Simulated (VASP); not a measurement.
SiC (Moissanite 3C):

```
Si C
1.0
     0.00000    2.17900    2.17900
     2.17900    0.00000    2.17900
     2.17900    2.17900    0.00000
Si C
1 1
Direct
  0.00000 0.00000 0.00000
  0.25000 0.25000 0.25000
```

Base run:

| Property | Result |
| --- | --- |
| Program | VASP 6.6.1 |
| Functional | PBEsol |
| Potentials or basis | VASP PAW PBE potentials, release 64 (Si, C) |
| Cutoff | 600 eV |
| k mesh | 10 × 10 × 10 |
| Occupations | gaussian, width 0.01 eV |
| Spin | no spin polarisation |

Its results: band gap on the k mesh 1.23 eV, indirect (least direct gap 4.44 eV); pressure 0.0 GPa.

Q: The run is repeated on the same cell with these changes: k mesh from 10 × 10 × 10 to 4 × 4 × 4. What comes out?

A: Band gap on the k mesh 1.18 eV, indirect (least direct gap 4.41 eV); pressure 0.4 GPa.

Caveats: some runs use coarse meshes; the PAW data sets were made with another functional, which shifts forces and pressure a little.

A k mesh can miss the band edges.
